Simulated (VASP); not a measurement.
Write the native input for VASP 6.6.1 that does the following.

```
Task                               : single point
Functional                         : r2SCANh
Potentials or basis                : VASP PAW PBE potentials, release 64 (Pb_d, S)
Cutoff                             : 520 eV
k mesh                             : 4 × 4 × 4
Occupations                        : fermi-dirac, width 0.05 eV
Spin                               : no spin polarisation
Dipole correction                  : no
Grid for exact exchange (PRECFOCK) : Normal
Further INCAR settings             : ALGO = Normal; EDIFF = 1e-07; NBANDS = 17
Share of exact exchange            : 0.1
```

PbS:

```
Pb S
1.0
     0.00000    2.96575    2.96575
     2.96575    0.00000    2.96575
     2.96575    2.96575    0.00000
Pb S
1 1
Direct
  0.00000 0.00000 0.00000
  0.50000 0.50000 0.50000
```

The input as run:

POSCAR

```
PbS
1.0
    0.0000000000      2.9657500000      2.9657500000
    2.9657500000      0.0000000000      2.9657500000
    2.9657500000      2.9657500000      0.0000000000
Pb S
1 1
Direct
    0.0000000000      0.0000000000      0.0000000000
    0.5000000000      0.5000000000      0.5000000000
```

INCAR.step1

```
SYSTEM = PbS
PREC = Accurate
ENCUT = 520
EDIFF = 1E-5
ISMEAR = -1
SIGMA = 0.05
LREAL = .False.
LASPH = .True.
NELM = 100
ALGO = Normal
ISIF = 2
LWAVE = .True.
LCHARG = .False.
GGA = PE
NBANDS = 17
```

INCAR.step2

```
SYSTEM = PbS
PREC = Accurate
ENCUT = 520
EDIFF = 1E-7
ISMEAR = -1
SIGMA = 0.05
LREAL = .False.
LASPH = .True.
NELM = 100
ALGO = Normal
ISIF = 2
LWAVE = .False.
LCHARG = .False.
METAGGA = R2SCAN
LHFCALC = .True.
AEXX = 0.1
LMIXTAU = .True.
PRECFOCK = Normal
ISTART = 1
NBANDS = 17
```

KPOINTS

```
Automatic mesh
0
Gamma
  4 4 4
  0 0 0
```

Potentials or basis: VASP PAW PBE potentials, release 64 (Pb_d, S).

Launch:

```bash
$ cat potpaw_PBE.64/Pb_d/POTCAR potpaw_PBE.64/S/POTCAR > POTCAR
$ cp INCAR.step1 INCAR
$ mpirun -np 1 vasp_std > vasp.out
$ cp INCAR.step2 INCAR
$ mpirun -np 1 vasp_std > vasp.out
```

It gave:

```yaml
Pressure: 1.1 GPa
Band_gap_on_the_k_mesh: 1.03 eV
```

Caveat: the k points lie up to 0.46 Å⁻¹ apart; the PAW data sets were made with another functional, which shifts forces and pressure a little; spin-orbit coupling is left out, which moves the levels of the heavy elements.

Run time: 14 min on 1 thread of Intel Xeon 8259CL (shared host), peak memory 0.2 GiB.
